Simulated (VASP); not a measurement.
## TiPtF6: single point with r2SCAN+rVV10

Crystal: TiPtF6.

```
Ti Pt F
1.0
     3.17910    1.83545    2.47613
    -3.17910    1.83545    2.47613
     0.00000   -3.67091    2.47613
Ti Pt F
1 1 6
Direct
  0.50000 0.50000 0.50000
  0.00000 0.00000 0.00000
  0.92525 0.31903 0.31903
  0.31903 0.92525 0.31903
  0.31903 0.31903 0.92525
  0.07475 0.68097 0.68097
  0.68097 0.07475 0.68097
  0.68097 0.68097 0.07475
```

```
Program             : VASP 6.6.1
Task                : single point
Functional          : r2SCAN
Dispersion          : rVV10
Potentials or basis : VASP PAW PBE potentials, release 64 (Ti_sv, Pt_sv_GW, F)
Cutoff              : 770 eV
k mesh              : 6 × 6 × 6
Occupations         : fermi-dirac, width 0.03 eV
Spin                : no spin polarisation
```

The pressure is 0.2 GPa and the largest force is 0.057 eV/Å. The band gap on the k mesh is zero (bands 36 and 37 overlap by 0.56 eV).

Forces on the atoms (eV/Å):
```
Ti   0.000  0.000  0.000
Pt   0.000  0.000  0.000
F   -0.027 -0.015  0.048
F    0.027 -0.015  0.048
F    0.000  0.031  0.048
F    0.027  0.015 -0.048
F   -0.027  0.015 -0.048
F    0.000 -0.031 -0.048
```

Levels at points of the mesh, in eV from the Fermi level:
```tsv
k point	band 34	band 35	band 36	band 37	band 38	band 39
(0.00, 0.00, 0.00)	-2.38	-2.38	-0.42	-0.42	0.80	0.80
(0.50, 0.00, 0.00)	-2.45	-2.42	0.09	0.49	0.49	0.85
(0.50, 0.50, 0.00)	-2.62	-2.30	-0.15	-0.12	0.56	0.62
(0.50, 0.50, 0.50)	-2.41	-2.41	0.04	0.04	0.17	0.17
```

Run time: 9.4 min on 1 thread of Intel(R) Xeon(R) 6975P-C (Granite Rapids), with other jobs on the host, peak memory 0.62 GiB.

Caveat: the PAW data sets were made with another functional, which shifts forces and pressure a little; spin-orbit coupling is left out, which moves the levels of the heavy elements; semilocal functionals often make such compounds metallic where correlation or magnetic order opens a gap, which also shifts bond lengths.
